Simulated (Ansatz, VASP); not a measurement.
## Sn in VASP and in Ansatz

```
CELL_PARAMETERS angstrom
4.61049 0.00000 0.00000
-2.30524 3.99280 0.00000
0.00000 0.00000 7.58028
ATOMIC_POSITIONS crystal
Sn 0.66667 0.33333 0.06267
Sn 0.33333 0.66667 0.56267
Sn 0.66667 0.33333 0.43733
Sn 0.33333 0.66667 0.93733
```

Alike in both runs: functional PBEsol; k mesh 12 × 12 × 6; occupations gaussian, width 0.1 eV; no spin polarisation.

Ansatz relaxed the structure, and its values are those at the end. VASP's run is a single point on that final structure, the one shown.

|  | VASP | Ansatz |
| --- | --- | --- |
| version | VASP 6.6.1 | Ansatz 0.2.0 |
| potentials or method | VASP PAW PBE potentials, release 64 (Sn_d), cutoff 520 eV | scalar-relativistic, plane waves, PAW |
| valence electrons in the cell | 56 | 56 |

Ansatz gave:

```
gap on the k mesh at the Fermi level (eV) : none
pressure (GPa)                            : 0.0
```

Estimate VASP's values.

gap on the k mesh at the Fermi level (eV): none; pressure (GPa): -0.1.

VASP's potentials were made for PBE, not for PBEsol. A gap of «none» marks a metal or a gap that the smearing closes.
